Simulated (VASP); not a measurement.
# Ge (Ccce) in VASP: notebook, part 2 of 2

VASP 6.6.1.

### 4 Relaxation of cell and atoms, PBE

The input, INCAR:

```
SYSTEM = Ge
PREC     = Accurate       ! precision mode
ENCUT    = 500            ! plane-wave cutoff, eV
EDIFF    = 1E-7           ! SCF threshold, eV
ISMEAR   = 0              ! smearing method
SIGMA    = 0.1            ! smearing width, eV
LREAL    = .FALSE.        ! projectors in reciprocal space
LASPH    = .TRUE.         ! aspherical terms in the spheres
NELM     = 120            ! most SCF steps
ALGO     = Normal         ! electronic algorithm
ISIF     = 3              ! what is computed and relaxed
LWAVE    = .FALSE.        ! write WAVECAR
LCHARG   = .FALSE.        ! write CHGCAR
GGA      = PE             ! functional
IBRION   = 2              ! ionic algorithm
NSW      = 90             ! ionic steps
EDIFFG   = -0.04          ! ionic threshold
GGA_COMPAT= .FALSE.      
NELMIN   = 4
```

The input, KPOINTS:

```
regular mesh
0
G
  4 4 2
  0 0 0
```

The input, POSCAR:

```
Ge
1.0
    3.0233993900     -3.0587661700      0.0000000000
    3.0233993900      3.0587661700      0.0000000000
    0.0000000000      0.0000000000      8.7742586500
Ge
8
Direct
    0.7547179300      0.6304504600      0.8697669100
    0.3695495400      0.2452820700      0.1302330900
    0.8695495400      0.7452820700      0.3697669100
    0.2547179300      0.1304504600      0.6302330900
    0.1304504600      0.2547179300      0.3697669100
    0.7452820700      0.8695495400      0.6302330900
    0.2452820700      0.3695495400      0.8697669100
    0.6304504600      0.7547179300      0.1302330900
```

Potentials or basis: VASP PAW PBE potentials, release 64 (Ge_d).

Started as:

```
cat potpaw_PBE.64/Ge_d/POTCAR > POTCAR
mpirun -np 1 vasp_std > vasp.out
```

OUTCAR:

```text
SYSTEM = Ge
   PREC = Accurate
   ENCUT = 500
   EDIFF = 1E-7
   ISMEAR = 0
   LREAL = .FALSE.
   LASPH = .TRUE.
   NELM = 120
   ISIF = 3
   GGA = PE
   IBRION = 2
   NSW = 90
   EDIFFG = -0.04
   NELMIN = 4

 ion  position               nearest neighbor table
   1  0.755  0.630  0.870-   6 2.34   7 2.40   8 2.41   7 2.45
   2  0.370  0.245  0.130-   5 2.34   8 2.40   7 2.41   8 2.45
   3  0.870  0.745  0.370-   8 2.34   5 2.40   6 2.41   5 2.45
   4  0.255  0.130  0.630-   7 2.34   6 2.40   5 2.41   6 2.45
   5  0.130  0.255  0.370-   2 2.34   3 2.40   4 2.41   3 2.45
   6  0.745  0.870  0.630-   1 2.34   4 2.40   3 2.41   4 2.45
   7  0.245  0.370  0.870-   4 2.34   1 2.40   2 2.41   1 2.45
   8  0.630  0.755  0.130-   3 2.34   2 2.40   1 2.41   2 2.45

  LATTYP: Found a base centered orthorhombic cell.
 ALAT       =     6.0467987800
 B/A-ratio  =     1.0116976871
 C/A-ratio  =     1.4510584806

  Lattice vectors:

 A1 = (   3.0233993900,  -3.0587661700,   0.0000000000)
 A2 = (   3.0233993900,   3.0587661700,   0.0000000000)
 A3 = (   0.0000000000,   0.0000000000,   8.7742586500)

Analysis of symmetry for initial positions (statically):
=====================================================================
 Subroutine PRICEL returns:
 Original cell was already a primitive cell.

 Routine SETGRP: Setting up the symmetry group for a
 base centered orthorhombic supercell.

 Subroutine GETGRP returns: Found  8 space group operations
 (whereof  4 operations were pure point group operations)
 out of a pool of  8 trial point group operations.

The static configuration has the point symmetry D_2 .
 The point group associated with its full space group is D_2h.

Analysis of symmetry for dynamics (positions and initial velocities):
=====================================================================
 Subroutine PRICEL returns:
 Original cell was already a primitive cell.

 Routine SETGRP: Setting up the symmetry group for a
 base centered orthorhombic supercell.

[... 117 lines left out ...]
   NELECT =     112.0000    total number of electrons
   NUPDOWN=      -1.0000    fix difference up-down
   EMIN   =  10.00;   EMAX   =-10.00  energy-range for DOS
   EFERMI =   0.00;   METHOD = LEGACY
   ISMEAR =     0;   SIGMA  =   0.10  broadening in eV -4-tet -1-fermi 0-gaus
   EFERMI_NEDOS =   21; number of points for ismear=-14 and -15
   IALGO  =     38    algorithm
   IMIX   =      4    mixing-type and parameters
     AMIX     =   0.40;   BMIX     =  1.00
     AMIX_MAG =   1.60;   BMIX_MAG =  1.00
  volume/ion in A,a.u.               =      20.29       136.90
  Fermi-wavevector in a.u.,A,eV,Ry     =   1.446728  2.733919 28.477276  2.093021
  Thomas-Fermi vector in A             =   2.564763
   LORBIT       =      0    0 simple, 1 ext, 2 COOP (PROOUT), +10 PAW based schemes
   GGA     = PE    functional components
   LHFCALC =     F    Hartree Fock is set to
   AEXX    =    0.0000 exact exchange contribution
   IVDW    =     0    specifies the selected vdW correction
   LEPSILON=     F    determine dielectric tensor
   LRPA    =     F    only Hartree local field effects (RPA)
 conjugate gradient relaxation of ions
 non-spin polarized calculation
 Gauss-broadening in eV      SIGMA  =   0.10
  energy-cutoff  :      500.00
  volume of cell :      162.29
 maximum number of plane-waves:      4140
   NGX = 15   NGY = 15   NGZ = 31

--------------------------------------- Ionic step        1  -------------------------------------------

 number of electron     112.0000039 magnetization

 Free energy of the ion-electron system (eV)
  ---------------------------------------------------
  ext. energy  EPLUGINS =         0.00000000
  ---------------------------------------------------
  free energy    TOTEN  =       -32.69128101 eV

  energy without entropy =      -32.68106406  energy(sigma->0) =      -32.68617253

------------------------ aborting loop because EDIFF is reached ----------------------------------------

  FORCE on cell =-STRESS in cart. coord.  units (eV):
  Direction    XX          YY          ZZ          XY          YZ          ZX
  --------------------------------------------------------------------------------------
  -------------------------------------------------------------------------------------
  Total        9.2275696     10.9902136     18.3359162      0.0000000      0.0000000      0.0000000
  in kB       91.0994351    108.5011869    181.0218385      0.0000000      0.0000000      0.0000000
  external PRESSURE =     126.8741535 kB  Pullay stress =       0.0000000 kB
[... 2084 lines left out ...]
     66      10.2427      0.00000
     67      10.7184      0.00000

[... ionic steps 4 to 18 ...]

--------------------------------------- Ionic step       19  -------------------------------------------

 number of electron     111.9999922 magnetization

------------------------ aborting loop because EDIFF is reached ----------------------------------------
[... 79 lines left out ...]
--------------------------------------- Ionic step       21  -------------------------------------------

 number of electron     111.9999904 magnetization

 Free energy of the ion-electron system (eV)
  ---------------------------------------------------
  ext. energy  EPLUGINS =         0.00000000
  ---------------------------------------------------
  free energy    TOTEN  =       -33.80310559 eV

  energy without entropy =      -33.80053784  energy(sigma->0) =      -33.80182172

 E-fermi :   4.6660     XC(G=0): -10.1000

 val. band max:        4.5344128786   @ k =   0.2500  -0.0000   0.5000
 cond. band min:       4.7859754223   @ k =  -0.2500   0.2500   0.0000
 fundamental gap:      0.2515625437
 Fermi energy:         4.6659862703
[... 1013 lines left out ...]
  FREE ENERGIE OF THE ION-ELECTRON SYSTEM (eV)
  ---------------------------------------------------
  free  energy   TOTEN  =       -33.8031055901 eV

  energy  without entropy=      -33.8005378429  energy(sigma->0) =      -33.80182172

 reached required accuracy - stopping structural energy minimisation
```

Run time: 19 min. Hardware: 1 thread of Intel Xeon 6975P-C (Granite Rapids), shared host; peak memory 0.3 GiB.

Results:

- Free energy: -33.8031 eV
- Relaxed volume: 22.76 Å³/atom
- Relaxed cell: a = 4.351 Å, b = 4.351 Å, c = 9.635 Å, α = 90.00°, β = 90.00°, γ = 93.54°
- Space group after relaxing (to 0.1 Å): Ccce (No. 68)
- Energy gained by relaxing: 139.0 meV/atom
- Ionic steps: 21
- Pressure after relaxing: 0.0 GPa
- Largest force after relaxing: 0.020 eV/Å
- Band gap on the k mesh: zero (bands 56 and 57 overlap by 0.90 eV)

Forces in eV/Å, atoms in the order of the input:
```
Ge  -0.004  0.006  0.019
Ge   0.004  0.006 -0.019
Ge   0.004  0.006  0.019
Ge  -0.004  0.006 -0.019
Ge  -0.004 -0.006  0.019
Ge   0.004 -0.006 -0.019
Ge   0.004 -0.006  0.019
Ge  -0.004 -0.006 -0.019
```

Step by step:
```csv
step,energy change (eV),largest force (eV/Å),pressure (GPa),volume (Å³)
1,0.0000,0.4086,12.69,162.29
2,-0.8266,0.2966,-3.34,202.87
3,-1.0143,0.2506,0.23,188.60
4,-1.0390,0.0990,-0.12,190.11
5,-1.0390,0.0980,-0.13,190.14
6,-1.0434,0.0737,-0.09,189.80
7,-1.0520,0.0912,0.02,188.76
8,-1.0482,0.2604,0.23,186.69
9,-1.0541,0.1480,0.10,188.03
10,-1.0561,0.1502,0.07,187.94
11,-1.0616,0.1544,0.04,187.64
12,-1.0703,0.1614,-0.07,187.03
13,-1.0801,0.1910,-0.19,185.79
14,-1.0728,0.1967,-0.51,183.18
15,-1.0829,0.2007,-0.27,185.20
16,-1.0921,0.1348,-0.15,184.44
17,-1.0990,0.0625,0.19,182.59
18,-1.0995,0.0380,0.12,182.98
19,-1.1074,0.0474,0.06,182.58
20,-1.1101,0.0613,-0.02,182.14
21,-1.1118,0.0205,0.01,182.04
```

Final structure:
```
Ge
1.0
     2.97996   -3.17021    0.00000
     2.97996    3.17021    0.00000
     0.00000    0.00000    9.63480
Ge
8
Direct
  0.76449 0.65553 0.87294
  0.34447 0.23551 0.12706
  0.84447 0.73551 0.37294
  0.26449 0.15553 0.62706
  0.15553 0.26449 0.37294
  0.73551 0.84447 0.62706
  0.23551 0.34447 0.87294
  0.65553 0.76449 0.12706
```

Caveat: the k points lie up to 0.36 Å⁻¹ apart in the final cell, too coarse for converged energies and pressures of a metal.

### 5 Overview

| task | cell | gap on the mesh (eV) | pressure (GPa) | largest force (eV/Å) |
| --- | --- | --- | --- | --- |
| single point | a = 4.301, b = 4.301, c = 8.774 Å, angles 90.0, 90.0, 90.7°, 8 atoms, atomic positions A | none | 12.7 | 0.41 |
| single point | a = 4.376, b = 4.376, c = 9.612 Å, angles 90.0, 90.0, 93.7°, 8 atoms, atomic positions B | none | -0.1 | 0.04 |
| relaxation of cell and atoms | relaxed from a = 4.301, b = 4.301, c = 8.774 Å, angles 90.0, 90.0, 90.7°, 8 atoms, atomic positions A | none | 0.0 | 0.02 |

Alike in all rows: level PBE; potentials or basis VASP PAW PBE potentials, release 64 (Ge_d); no spin polarisation; k mesh 4 × 4 × 2; cutoff (eV) 500; smearing gaussian 0.1 eV.

Caveats: some runs use coarse meshes; semilocal functionals underestimate gaps, so a narrow gap can read as zero (at least some runs).

Absolute energies hang on the potentials; compare differences alone.
